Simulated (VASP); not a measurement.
# HC9 in VASP: further runs

The runs below take HC9 through single point, with PBE+D3(BJ).

All numbers are computed with VASP 6.6.1; they aren't measurements. Logs are shortened: lines on timing, memory, paths and dates and some standing lists are left out, and cuts for length are marked.

## 1. The cell of the first run

The cell holds a slab with vacuum, 20 atoms: a = 7.398 Å, b = 7.398 Å, c = 12.000 Å, α = 90.00°, β = 90.00°, γ = 120.00°.

## 2. Single point, PBE+D3(BJ)

INCAR reads:

```
SYSTEM = HC9
  PREC = Accurate
  ENCUT = 520
  EDIFF = 1E-6
  ISMEAR = -1
  SIGMA = 0.02
  LREAL = Auto
  LASPH = .True.
  NELM = 100
  ALGO = Normal
  ISIF = 2
  LWAVE = .False.
  LCHARG = .False.
  GGA = PE
  IVDW = 12
  NBANDS = 53
```

KPOINTS reads:

```
Automatic mesh
0
Gamma
  2 2 1
  0 0 0
```

POSCAR reads:

```
HC9
1.0
    7.3980000000      0.0000000000      0.0000000000
   -3.6990000000      6.4068560000      0.0000000000
    0.0000000000      0.0000000000     12.0000000000
C H
18 2
Direct
    0.0027956992      0.0135067809      0.0698791667
    0.2227709686      0.1235140918      0.0696689167
    0.0004914171      0.3458276571      0.0700460833
    0.2250981091      0.4581237662      0.0698327500
    0.0017467655      0.6814621711      0.0700546667
    0.2237705018      0.7924744992      0.0700290000
    0.3337598222      0.0124828777      0.0698910000
    0.5584058327      0.1247908491      0.0700311667
    0.3350657386      0.3481125532      0.0696587500
    0.5570899951      0.4591397091      0.0698955833
    0.3360871152      0.6801493587      0.0700003333
    0.5560952399      0.7901658786      0.0700586667
    0.6684212899      0.0148014877      0.0701163333
    0.8904796608      0.1258122549      0.0700735000
    0.6694306082      0.3468328303      0.0700320833
    0.8894382209      0.4568285911      0.0701013333
    0.6671113527      0.6791521458      0.0700450833
    0.8917566516      0.7914757254      0.0700272500
    0.1115367875      0.2269673300      0.3224980000
    0.2239718202      0.2557711614      0.3280595000
```

Potentials or basis: VASP PAW PBE potentials, release 64 (C, H).

The run is started by

```
$ cat potpaw_PBE.64/C/POTCAR potpaw_PBE.64/H/POTCAR > POTCAR
$ mpirun -np 1 vasp_std > vasp.out
```

OUTCAR:

```text
SYSTEM = HC9
   PREC = Accurate
   ENCUT = 520
   EDIFF = 1E-6
   ISMEAR = -1
   LREAL = Auto
   LASPH = .True.
   NELM = 100
   ISIF = 2
   GGA = PE
   IVDW = 12
 IVDW          = 12

 ion  position               nearest neighbor table
   1  0.003  0.014  0.070-   2 1.41  18 1.42  14 1.44
   2  0.223  0.124  0.070-   1 1.41   7 1.42   9 1.44
   3  0.000  0.346  0.070-  14 1.41  16 1.42   4 1.44
   4  0.225  0.458  0.070-   9 1.41  11 1.42   3 1.44
   5  0.002  0.681  0.070-  18 1.41   6 1.42  16 1.44
   6  0.224  0.792  0.070-   7 1.41   5 1.42  11 1.44
[... 10 lines left out ...]
  17  0.667  0.679  0.070-  10 1.41  12 1.42  18 1.44
  18  0.892  0.791  0.070-   5 1.41   1 1.42  17 1.44
  19  0.112  0.227  0.322-  20 0.75
  20  0.224  0.256  0.328-  19 0.75

  LATTYP: Found a hexagonal cell.
 ALAT       =     7.3980000000
 C/A-ratio  =     1.6220600162

  Lattice vectors:

 A1 = (   7.3980000000,   0.0000000000,   0.0000000000)
 A2 = (  -3.6990000000,   6.4068560000,   0.0000000000)
 A3 = (   0.0000000000,   0.0000000000,  12.0000000000)

Analysis of symmetry for initial positions (statically):
=====================================================================
 Subroutine PRICEL returns:
 Original cell was already a primitive cell.

 Routine SETGRP: Setting up the symmetry group for a
 hexagonal supercell.

 Subroutine GETGRP returns: Found  1 space group operations
 (whereof  1 operations were pure point group operations)
 out of a pool of 24 trial point group operations.

The static configuration has the point symmetry C_1 .

Analysis of symmetry for dynamics (positions and initial velocities):
=====================================================================
 Subroutine PRICEL returns:
 Original cell was already a primitive cell.

 Routine SETGRP: Setting up the symmetry group for a
 hexagonal supercell.

 Subroutine GETGRP returns: Found  1 space group operations
 (whereof  1 operations were pure point group operations)
 out of a pool of 24 trial point group operations.

The dynamic configuration has the point symmetry C_1 .

 Subroutine INISYM returns: Found  1 space group operations
 (whereof  1 operations are pure point group operations),
 and found     1 'primitive' translations

----------------------------------------------------------------------------------------

                                     Primitive cell

  volume of cell :     568.7750

  direct lattice vectors                    reciprocal lattice vectors
     7.398000000  0.000000000  0.000000000     0.135171668  0.078041398  0.000000000
    -3.699000000  6.406856000  0.000000000     0.000000000  0.156082796  0.000000000
     0.000000000  0.000000000 12.000000000     0.000000000  0.000000000  0.083333333

  length of vectors
     7.398000000  7.398000054 12.000000000     0.156082797  0.156082796  0.083333333

  position of ions in fractional coordinates (direct lattice)
     0.002795699  0.013506781  0.069879167
     0.222770969  0.123514092  0.069668917
     0.000491417  0.345827657  0.070046083
     0.225098109  0.458123766  0.069832750
     0.001746766  0.681462171  0.070054667
     0.223770502  0.792474499  0.070029000
[... 12 lines left out ...]
     0.111536788  0.226967330  0.322498000
     0.223971820  0.255771161  0.328059500

  ion indices of the primitive-cell ions
   primitive index   ion index
                 1           1
                 2           2
                 3           3
                 4           4
                 5           5
                 6           6
[... 12 lines left out ...]
                19          19
                20          20

----------------------------------------------------------------------------------------

 KPOINTS: Automatic mesh

Automatic generation of k-mesh.
 Grid dimensions read from file:
 generate k-points for:    2    2    1

 Generating k-lattice:

  Cartesian coordinates                     Fractional coordinates (reciprocal lattice)
     0.067585834  0.039020699  0.000000000     0.500000000  0.000000000  0.000000000
     0.000000000  0.078041398  0.000000000     0.000000000  0.500000000  0.000000000
     0.000000000  0.000000000  0.083333333     0.000000000  0.000000000  1.000000000

  Length of vectors
     0.078041399  0.078041398  0.083333333

  Shift w.r.t. Gamma in fractional coordinates (k-lattice)
     0.000000000  0.000000000  0.000000000

 Subroutine IBZKPT returns following result:
 ===========================================

 Found      4 irreducible k-points:

 Following reciprocal coordinates:
            Coordinates               Weight
  0.000000  0.000000  0.000000      1.000000
  0.500000  0.000000  0.000000      1.000000
  0.000000  0.500000  0.000000      1.000000
  0.500000  0.500000  0.000000      1.000000
   k-points           NKPTS =      4   k-points in BZ     NKDIM =      4   number of bands    NBANDS=     53
   number of dos      NEDOS =    301   number of ions     NIONS =     20
   total plane-waves  NPLWV = 282240
   dimension x,y,z NGX =    56 NGY =   56 NGZ =   90
   dimension x,y,z NGXF=   112 NGYF=  112 NGZF=  180
   ions per type =              18   2
   NGX,Y,Z   is equivalent  to a cutoff of  12.58, 12.58, 12.47 a.u.
   NGXF,Y,Z  is equivalent  to a cutoff of  25.17, 25.17, 24.94 a.u.
 SYSTEM =  HC9
   PREC   = accura    normal or accurate (medium, high low for compatibility)
   ISTART =      0    job   : 0-new  1-cont  2-samecut
   ICHARG =      2    charge: 1-file 2-atom 10-const
   ISPIN  =      1    spin polarized calculation?
   LNONCOLLINEAR =      F non collinear calculations
   LSORBIT =      F    spin-orbit coupling
   LASPH  =      T    aspherical Exc in radial PAW
   ENCUT  =  520.0 eV  38.22 Ry    6.18 a.u.  13.76 13.76 22.31*2*pi/ulx,y,z
   NELM   =    100;   NELMIN=  2; NELMDL= -5     # of ELM steps
   EDIFF  = 0.1E-05   stopping-criterion for ELM
   LREAL  =      T    real-space projection
   EDIFFG = 0.1E-04   stopping-criterion for IOM
   NSW    =      0    number of steps for IOM
   IBRION =     -1    ionic relax: 0-MD 1-quasi-New 2-CG
   NFREE  =      0    steps in history (QN), initial steepest desc. (CG)
   ISIF   =      2    stress and relaxation
   ISYM   =      2    0-nonsym 1-usesym 2-fastsym
   POTIM  = 0.5000    time-step for ionic-motion
   TEBEG  =    0.0;   TEEND  =   0.0 temperature during run
   PSTRESS=    0.0 pullay stress
   NELECT =      74.0000    total number of electrons
   NUPDOWN=      -1.0000    fix difference up-down
   EMIN   =  10.00;   EMAX   =-10.00  energy-range for DOS
   EFERMI =   0.00;   METHOD = LEGACY
   ISMEAR =    -1;   SIGMA  =   0.02  broadening in eV -4-tet -1-fermi 0-gaus
   EFERMI_NEDOS =   21; number of points for ismear=-14 and -15
   IALGO  =     38    algorithm
   IMIX   =      4    mixing-type and parameters
     AMIX     =   0.40;   BMIX     =  1.00
     AMIX_MAG =   1.60;   BMIX_MAG =  1.00
  volume/ion in A,a.u.               =      28.44       191.91
  Fermi-wavevector in a.u.,A,eV,Ry     =   0.829542  1.567608  9.362720  0.688140
  Thomas-Fermi vector in A             =   1.942107
   LORBIT       =      0    0 simple, 1 ext, 2 COOP (PROOUT), +10 PAW based schemes
   GGA     = PE    functional components
   LHFCALC =     F    Hartree Fock is set to
   AEXX    =    0.0000 exact exchange contribution
   IVDW    =    12    specifies the selected vdW correction
   LEPSILON=     F    determine dielectric tensor
   LRPA    =     F    only Hartree local field effects (RPA)
 non-spin polarized calculation
  energy-cutoff  :      520.00
  volume of cell :      568.78
 maximum number of plane-waves:     15363
 NGX is ok and might be reduce to    56
   NGX = 27   NGY = 27   NGZ = 45

 number of electron      73.9999998 magnetization

 Free energy of the ion-electron system (eV)
  ---------------------------------------------------
  ext. energy  EPLUGINS =         0.00000000
  ---------------------------------------------------
  free energy    TOTEN  =      -172.38760884 eV

  energy without entropy =     -172.38643381  energy(sigma->0) =     -172.38702133

 E-fermi :  -1.6830     XC(G=0):  -3.8679

 val. band max:       -1.7901713137   @ k =   0.0000   0.0000   0.0000
 cond. band min:      -1.5757896859   @ k =   0.0000   0.0000   0.0000
 fundamental gap:      0.2143816278
 Fermi energy:        -1.6830397787

 k-point     1 :       0.0000    0.0000    0.0000
  band No.  band energies     occupation
      1     -21.2056      2.00000
      2     -18.6975      2.00000
      3     -18.6954      2.00000
      4     -18.6141      2.00000
      5     -18.6138      2.00000
      6     -18.5522      2.00000
[... 41 lines left out ...]
     48       3.3224      0.00000
     49       3.3590      0.00000

 k-point     2 :       0.5000    0.0000    0.0000
  band No.  band energies     occupation
      1     -20.5527      2.00000
      2     -20.5505      2.00000
      3     -19.3020      2.00000
      4     -19.2158      2.00000
      5     -16.8114      2.00000
      6     -16.8099      2.00000
[... 41 lines left out ...]
     48       3.8784      0.00000
     49       4.2728      0.00000

 k-point     3 :       0.0000    0.5000    0.0000
  band No.  band energies     occupation
      1     -20.5520      2.00000
      2     -20.5512      2.00000
      3     -19.3018      2.00000
      4     -19.2161      2.00000
      5     -16.8105      2.00000
      6     -16.8104      2.00000
[... 41 lines left out ...]
     48       3.8600      0.00000
     49       4.2940      0.00000

 k-point     4 :       0.5000    0.5000    0.0000
  band No.  band energies     occupation
      1     -20.5522      2.00000
      2     -20.5510      2.00000
      3     -19.3021      2.00000
      4     -19.2157      2.00000
      5     -16.8114      2.00000
      6     -16.8101      2.00000
[... 41 lines left out ...]
     48       3.8701      0.00000
     49       4.2828      0.00000
 [bands above 49 left out]

------------------------ aborting loop because EDIFF is reached ----------------------------------------

 Edisp (eV)   -1.66439

 E8    (eV) :    -0.5122

  FORCE on cell =-STRESS in cart. coord.  units (eV):
  Direction    XX          YY          ZZ          XY          YZ          ZX
  --------------------------------------------------------------------------------------
  -------------------------------------------------------------------------------------
  Total       1.12201     1.15531    -0.18503    -0.00346    -0.01326    -0.02279
  in kB       3.16057     3.25438    -0.52120    -0.00974    -0.03734    -0.06418
  external pressure =        1.96 kB  Pullay stress =        0.00 kB

 VOLUME and BASIS-vectors are now :
 -----------------------------------------------------------------------------
  energy-cutoff  :      520.00
  volume of cell :      568.78
      direct lattice vectors                 reciprocal lattice vectors
     7.398000000  0.000000000  0.000000000     0.135171668  0.078041398  0.000000000
    -3.699000000  6.406856000  0.000000000     0.000000000  0.156082796  0.000000000
     0.000000000  0.000000000 12.000000000     0.000000000  0.000000000  0.083333333

 POSITION                                       TOTAL-FORCE (eV/Angst)
 -----------------------------------------------------------------------------------
     -0.02928      0.08654      0.83855        -0.005660      0.006346     -0.001124
      1.19118      0.79134      0.83603        -0.001108      0.012322      0.004441
     -1.27558      2.21567      0.84055         0.005607      0.002198     -0.002071
     -0.02932      2.93513      0.83799         0.002727     -0.006447     -0.002899
     -2.50781      4.36603      0.84066         0.004259     -0.006105      0.004018
     -1.27591      5.07727      0.84035         0.003809     -0.000671     -0.001695
[... 12 lines left out ...]
     -0.01440      1.45415      3.86998         0.022539      0.004176      0.000700
      0.71085      1.63869      3.93671        -0.031314     -0.007770     -0.006371
 -----------------------------------------------------------------------------------
    total drift:                               -0.007591      0.029980      0.044230

  FREE ENERGIE OF THE ION-ELECTRON SYSTEM (eV)
  ---------------------------------------------------
  free  energy   TOTEN  =      -174.0519987168 eV

  energy  without entropy=     -174.0508236847  energy(sigma->0) =     -174.05141120
```

Run time: 8.1 min. Hardware: 1 thread of Intel Xeon 8259CL, shared host; peak memory 0.57 GiB.

Results:

```
Free energy                : -174.0520 eV
Largest force              : 0.033 eV/Å
Band gap on the k mesh     : 0.21 eV
Dispersion energy per atom : -0.083 eV
```

Forces on the atoms (eV/Å):
```
C   -0.006  0.006 -0.001
C   -0.001  0.012  0.004
C    0.006  0.002 -0.002
C    0.003 -0.006 -0.003
C    0.004 -0.006  0.004
C    0.004 -0.001 -0.002
C    0.003  0.005  0.000
C   -0.008 -0.002 -0.002
C    0.002 -0.002 -0.001
C    0.000 -0.003  0.003
C   -0.003 -0.002  0.002
C    0.000  0.000  0.002
C    0.002  0.001  0.000
C    0.009 -0.008  0.005
C   -0.006  0.008  0.000
C   -0.001  0.010  0.001
C    0.006 -0.004 -0.004
C   -0.005 -0.008 -0.001
H    0.023  0.004  0.001
H   -0.031 -0.008 -0.006
```

Caveat: the k points lie up to 0.49 Å⁻¹ apart.

(Part 1 of 3 ends here.)
